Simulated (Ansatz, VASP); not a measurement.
Ti in VASP and in Ansatz

INCAR

```
PREC = Accurate
ENCUT = 520
EDIFF = 1E-7
ISMEAR = 0
SIGMA = 0.15
LREAL = F
LASPH = T
NELM = 60
ALGO = Normal
ISIF = 2
LWAVE = F
LCHARG = F
GGA = PE
NBANDS = 12
```

File KPOINTS:

```
Automatic mesh
0
Gamma
  22 22 22
```

File POSCAR:

```
Ti
1.0
   -1.5773836419      1.5773836419      1.5773836419
    1.5773836419     -1.5773836419      1.5773836419
    1.5773836419      1.5773836419     -1.5773836419
Ti
1
Direct
    0.0000000000      0.0000000000      0.0000000000
```

Input for Ansatz:

```yaml
crystal:
  lattice:
    - [-1.5773836419, 1.5773836419, 1.5773836419]
    - [1.5773836419, -1.5773836419, 1.5773836419]
    - [1.5773836419, 1.5773836419, -1.5773836419]
  atoms:
    - { symbol: Ti, position: [0.0, 0.0, 0.0] }
basis:
  ecutwfc: 520.0
kpoints:
  mp_grid: { grid: [22, 22, 22] }
hamiltonian:
  xc: pbe
scf:
  occupations: { method: gaussian, width: 0.15 }
  lower_state_search: "off"
output:
  forces: true
  stress: true
  eigenvalues: true
```

Alike in both runs: task single point; functional PBE; k mesh 22 × 22 × 22; occupations gaussian, width 0.15 eV; no spin polarisation.

```csv
,VASP,Ansatz
version,VASP 6.6.1,Ansatz 0.2.0
potentials or method,"VASP PAW PBE potentials, release 64 (Ti_sv), cutoff 520 eV","scalar-relativistic, plane waves, PAW"
valence electrons in the cell,12,12
```

|  | VASP | Ansatz | Ansatz less VASP |
| --- | --- | --- | --- |
| gap on the k mesh at the Fermi level (eV) | none | none | - |
| pressure (GPa) | 11.4 | 11.8 | +0.39 |

A gap of «none» marks a metal or a gap that the smearing closes. The functional is the same, so the differences come from potentials, cutoffs and numerics.
